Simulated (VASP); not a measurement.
Input of a VASP 6.6.1 run:

The input INCAR:

```
  PREC = Accurate
  ENCUT = 600
  EDIFF = 1E-7
  ISMEAR = 0
  SIGMA = 0.05
  LREAL = False
  LASPH = True
  NELM = 80
  ALGO = Normal
  ISIF = 4
  LWAVE = False
  LCHARG = False
  GGA = RE
  IBRION = 2
  NSW = 60
  EDIFFG = -0.01
```

KPOINTS

```
regular mesh
0
Gamma
  10 10 10
```

File POSCAR:

```
Si2W
1.0
   -1.6423981106      1.6423981106      3.9909357137
    1.6423981106     -1.6423981106      3.9909357137
    1.6423981106      1.6423981106     -3.9909357137
Si W
2 1
Direct
    0.3351383328      0.3351383328      0.0000000000
    0.6648616672      0.6648616672      0.0000000000
    0.0000000000      0.0000000000      0.0000000000
```

Potentials or basis: VASP PAW PBE potentials, release 64 (Si, W_sv).

Run with:

```sh
$ cat potpaw_PBE.64/Si/POTCAR potpaw_PBE.64/W_sv/POTCAR > POTCAR
$ mpirun -np 1 vasp_std > vasp.out
```

(1) Estimate the band gap on the k mesh.

Answers

(1) zero (band 11 reaches 11.77 eV, above the bottom of band 12 at 10.61 eV).

Caveat: spin-orbit coupling is left out, which moves the levels of the heavy elements.
